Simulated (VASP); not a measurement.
# InGaAs2 (P-4m2) in VASP: further runs, part 2 of 2

VASP 6.6.1.

**3. Single point, PBEsol (strain +0.0200 x Voigt [1, 1, 0, 0, 0, 0])**

Contents of INCAR:

```
SYSTEM = InGaAs2
PREC = Accurate ; ENCUT = 520
EDIFF = 1E-6 ; ISMEAR = 0
SIGMA = 0.15 ; LREAL = .FALSE.
LASPH = .TRUE. ; NELM = 60
ALGO = Normal ; ISIF = 2
LWAVE = .FALSE. ; LCHARG = .FALSE.
GGA = PS ; NBANDS = 26
```

Contents of KPOINTS:

```
Automatic mesh
0
G
  12 12 8
  0 0 0
```

Contents of POSCAR:

```
InGaAs2
1.0
    4.3095012254      0.0000000000      0.0000000000
    0.0000000000      4.3095012254      0.0000000000
    0.0000000000      0.0000000000      5.9621480000
In Ga As
1 1 2
Direct
    0.0000000000      0.0000000000      0.5000000000
    0.5000000000      0.5000000000      0.0000000000
    0.5000000000      0.0000000000      0.7684750000
    0.0000000000      0.5000000000      0.2315250000
```

Potentials or basis: VASP PAW PBE potentials, release 64 (In_d, Ga_d, As).

Started as:

```bash
> cat potpaw_PBE.64/In_d/POTCAR potpaw_PBE.64/Ga_d/POTCAR potpaw_PBE.64/As/POTCAR > POTCAR
> mpirun -np 1 vasp_std > vasp.out
```

OUTCAR:

```text
SYSTEM = InGaAs2
   PREC = Accurate
   ENCUT = 520
   EDIFF = 1E-6
   ISMEAR = 0
   LREAL = .FALSE.
   LASPH = .TRUE.
   NELM = 60
   ISIF = 2
   GGA = PS

 ion  position               nearest neighbor table
   1  0.000  0.000  0.500-   3 2.68   4 2.68   4 2.68   3 2.68
   2  0.500  0.500  0.000-   3 2.56   4 2.56   3 2.56   4 2.56
   3  0.500  0.000  0.768-   2 2.56   2 2.56   1 2.68   1 2.68
   4  0.000  0.500  0.232-   2 2.56   2 2.56   1 2.68   1 2.68

  LATTYP: Found a simple tetragonal cell.
 ALAT       =     4.3095012254
 C/A-ratio  =     1.3834891065

  Lattice vectors:

 A1 = (   4.3095012254,   0.0000000000,   0.0000000000)
 A2 = (   0.0000000000,   4.3095012254,   0.0000000000)
 A3 = (   0.0000000000,   0.0000000000,   5.9621480000)

Analysis of symmetry for initial positions (statically):
=====================================================================
 Subroutine PRICEL returns:
 Original cell was already a primitive cell.

 Routine SETGRP: Setting up the symmetry group for a
 simple tetragonal supercell.

 Subroutine GETGRP returns: Found  8 space group operations
 (whereof  8 operations were pure point group operations)
 out of a pool of 16 trial point group operations.

The static configuration has the point symmetry D_2d.

Analysis of symmetry for dynamics (positions and initial velocities):
=====================================================================
 Subroutine PRICEL returns:
 Original cell was already a primitive cell.

 Routine SETGRP: Setting up the symmetry group for a
 simple tetragonal supercell.

 Subroutine GETGRP returns: Found  8 space group operations
 (whereof  8 operations were pure point group operations)
 out of a pool of 16 trial point group operations.

The dynamic configuration has the point symmetry D_2d.

 Subroutine INISYM returns: Found  8 space group operations
 (whereof  8 operations are pure point group operations),
 and found     1 'primitive' translations

[... 115 lines left out ...]
   IALGO  =     38    algorithm
   IMIX   =      4    mixing-type and parameters
     AMIX     =   0.40;   BMIX     =  1.00
     AMIX_MAG =   1.60;   BMIX_MAG =  1.00
  volume/ion in A,a.u.               =      27.68       186.81
  Fermi-wavevector in a.u.,A,eV,Ry     =   1.125702  2.127268 17.241368  1.267205
  Thomas-Fermi vector in A             =   2.262380
   LORBIT       =      0    0 simple, 1 ext, 2 COOP (PROOUT), +10 PAW based schemes
   GGA     = PS    functional components
   LHFCALC =     F    Hartree Fock is set to
   AEXX    =    0.0000 exact exchange contribution
   IVDW    =     0    specifies the selected vdW correction
   LEPSILON=     F    determine dielectric tensor
   LRPA    =     F    only Hartree local field effects (RPA)
 non-spin polarized calculation
 Gauss-broadening in eV      SIGMA  =   0.15
  energy-cutoff  :      520.00
  volume of cell :      110.73
 maximum number of plane-waves:      3032
   NGX = 17   NGY = 17   NGZ = 23

 number of electron      36.0000010 magnetization

 Free energy of the ion-electron system (eV)
  ---------------------------------------------------
  ext. energy  EPLUGINS =         0.00000000
  ---------------------------------------------------
  free energy    TOTEN  =       -17.36300239 eV

  energy without entropy =      -17.36259316  energy(sigma->0) =      -17.36279778

 E-fermi :   3.3475     XC(G=0):  -9.0912

 val. band max:        3.2157563719   @ k =   0.0000   0.0000   0.0000
 cond. band min:       3.6117867328   @ k =   0.5000   0.0000   0.5000
 fundamental gap:      0.3960303609
 Fermi energy:         3.3475477236

 k-point     1 :       0.0000    0.0000    0.0000
  band No.  band energies     occupation
      1     -11.4711      2.00000
      2     -11.4298      2.00000
      3     -11.4298      2.00000
      4     -11.4065      2.00000
      5     -11.3720      2.00000
      6     -10.9991      2.00000
[... 685 lines left out ...]
     25      10.7341      0.00000
     26      11.2311      0.00000

 [... further k-points ...]

------------------------ aborting loop because EDIFF is reached ----------------------------------------

  FORCE on cell =-STRESS in cart. coord.  units (eV):
  Direction    XX          YY          ZZ          XY          YZ          ZX
  --------------------------------------------------------------------------------------
  -------------------------------------------------------------------------------------
  Total       -3.2609528     -3.2609528     -2.4435413      0.0000000      0.0000000      0.0000000
  in kB      -47.1843885    -47.1843885    -35.3568442      0.0000000      0.0000000      0.0000000
  external PRESSURE =     -43.2418737 kB  Pullay stress =       0.0000000 kB

 VOLUME and BASIS-vectors are now :
 -----------------------------------------------------------------------------
  energy-cutoff  :      520.00
  volume of cell :      110.73
      direct lattice vectors                 reciprocal lattice vectors
     4.309501225  0.000000000  0.000000000     0.232045415  0.000000000  0.000000000
     0.000000000  4.309501225  0.000000000     0.000000000  0.232045415  0.000000000
     0.000000000  0.000000000  5.962148000     0.000000000  0.000000000  0.167724786

 POSITION                                       TOTAL-FORCE (eV/Angst)
 -----------------------------------------------------------------------------------
      0.00000      0.00000      2.98107         0.000000     -0.000000      0.000000
      2.15475      2.15475      0.00000        -0.000000      0.000000      0.000000
      2.15475      0.00000      4.58176        -0.000000     -0.000000      0.003471
      0.00000      2.15475      1.38039        -0.000000     -0.000000     -0.003471
 -----------------------------------------------------------------------------------
    total drift:                                0.000000     -0.000000     -0.000000

  FREE ENERGIE OF THE ION-ELECTRON SYSTEM (eV)
  ---------------------------------------------------
  free  energy   TOTEN  =       -17.3630023930 eV

  energy  without entropy=      -17.3625931607  energy(sigma->0) =      -17.36279778
```

stdout:

```text
POSCAR found type information on POSCAR InGaAs
 POSCAR found :  3 types and       4 ions
 scaLAPACK will be used
 -----------------------------------------------------------------------------
|                                                                             |
|                                                                             |
|     You enforced a specific xc type in the INCAR file but a different       |
|     I HOPE YOU KNOW WHAT YOU ARE DOING!                                     |
|                                                                             |
 -----------------------------------------------------------------------------

 LDA part: xc-table for (Slater+PW92), standard interpolation
 POSCAR, INCAR and KPOINTS ok, starting setup
 FFT: planning ... GRIDC
 FFT: planning ... GRID_SOFT
 FFT: planning ... GRID
 WAVECAR not read
 entering main loop
```

Wall time 7.2 min (1 thread of Intel Xeon 8259CL, shared host); peak memory 0.52 GiB.

Results:

| Quantity | Value |
| --- | --- |
| Free energy | -17.3630 eV |
| Pressure | -4.3 GPa |
| Largest force | 0.003 eV/Å |
| Band gap on the k mesh | zero (filled and empty bands touch) |

Forces in eV/Å, atoms in the order of the input:
```
In   0.000  0.000  0.000
Ga   0.000  0.000  0.000
As   0.000  0.000  0.003
As   0.000  0.000 -0.003
```

Caveat: the cell differs from its parent crystal (strain +0.0200 x Voigt [1, 1, 0, 0, 0, 0]); the cell stands under tension; semilocal functionals underestimate gaps, and a narrow one can read as zero; the PAW data sets were made with another functional, which shifts forces and pressure a little; spin-orbit coupling is left out, which moves the levels of the heavy elements.

The gap in the log of VASP goes by the Fermi energy; the results here count the filled bands.